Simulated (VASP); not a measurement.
# PbO2: single point with PBE

Crystal: PbO2.

```
Pb O
1.0
     4.95770    0.00000    0.00000
     0.00000    4.95770    0.00000
     0.00000    0.00000    3.38790
Pb O
2 4
Direct
  0.00000 0.00000 0.00000
  0.50000 0.50000 0.50000
  0.30667 0.30667 0.00000
  0.19333 0.80667 0.50000
  0.69333 0.69333 0.00000
  0.80667 0.19333 0.50000
```

```json
{
 "Program": "VASP 6.6.1",
 "Task": "single point",
 "Functional": "PBE",
 "Potentials or basis": "VASP PAW PBE potentials, release 64 (Pb_d, O)",
 "Cutoff": "600 eV",
 "k mesh": "8 × 8 × 10",
 "Occupations": "gaussian, width 0.1 eV",
 "Spin": "no spin polarisation"
}
```

The pressure is 9.1 GPa, the largest force is 0.010 eV/Å and the band gap on the k mesh is 0.01 eV (least direct gap 0.06 eV).

Forces in eV/Å, atoms in the order of the input:
```
Pb   0.000  0.000  0.000
Pb   0.000  0.000  0.000
O   -0.007 -0.007  0.000
O    0.007 -0.007  0.000
O    0.007  0.007  0.000
O   -0.007  0.007  0.000
```

Stress tensor (GPa, compression positive):
```
 8.44  0.00  0.00
 0.00  8.44  0.00
 0.00  0.00 10.46
```

Levels at points of the mesh, in eV from the valence-band top:
```tsv
k point	band 24	band 25	band 26	band 27	band 28	band 29
(0.00, 0.00, 0.00)	-0.59	-0.59	-0.59	0.07	4.44	5.96
(0.50, 0.00, 0.00)	-0.64	-0.39	-0.39	2.57	2.57	6.59
(0.50, 0.50, 0.00)	-0.65	-0.50	-0.50	3.00	3.00	6.88
(0.00, 0.00, 0.50)	-1.16	-0.81	-0.81	3.89	3.89	9.01
(0.50, 0.00, 0.50)	-0.82	-0.18	-0.18	4.21	4.21	7.47
(0.50, 0.50, 0.50)	-0.69	-0.55	-0.55	2.93	2.93	8.45
```

Run time: 5.1 min on 1 thread of Oxide Virtual Turin-like Processor, on a shared host, peak memory 0.34 GiB.

Caveat: the cell stands under pressure; the smearing spreads over this small gap; spin-orbit coupling is left out, which moves the levels of the heavy elements. A k mesh can miss the band edges.
